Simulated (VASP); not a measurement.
TiSb2, 6 atoms in the cell. Symmetry: I4/mcm, No. 140, tetragonal system. Conventional cell: a = 6.657 Å, b = 6.657 Å, c = 5.733 Å, α = 90.00°, β = 90.00°, γ = 90.00°. Within 3.8 Å of Ti (site symmetry 422) lie 2 Ti at 2.87 Å and 8 Sb at 2.90 Å. Sb (site symmetry m2m) has 11 Sb at 2.88 to 3.57 Å and 4 Ti at 2.90 Å within 3.8 Å. 

```yaml
Program: VASP 6.6.1
Task: relaxation of cell and atoms
Functional: PBEsol
Potentials_or_basis: VASP PAW PBE potentials, release 64 (Ti_sv, Sb)
Cutoff: 600 eV
k_mesh: 8 × 8 × 8
Occupations: gaussian, width 0.1 eV
Spin: no spin polarisation
Target_pressure: -1 GPa
Dipole_correction: no
Further_INCAR_settings: ALGO = Normal; EDIFF = 1e-06; IBRION = 2; EDIFFG = -0.008; NSW = 70; ISIF = 3
```

Potentials or basis: VASP PAW PBE potentials, release 64 (Ti_sv, Sb).

Launch:

```bash
$ cat potpaw_PBE.64/Ti_sv/POTCAR potpaw_PBE.64/Sb/POTCAR > POTCAR
$ mpirun -np 1 vasp_std > vasp.out
```

Hardware: 1 thread of Intel(R) Xeon(R) Platinum 8559C (Emerald Rapids), on a shared host.

Question: How long does it take, and how much memory?

Answer: Wall time 7.1 min on 1 thread of Intel(R) Xeon(R) Platinum 8559C (Emerald Rapids) (shared host), peak memory 0.48 GiB. Counts: scf iterations 29, k points 59, ion steps 3.
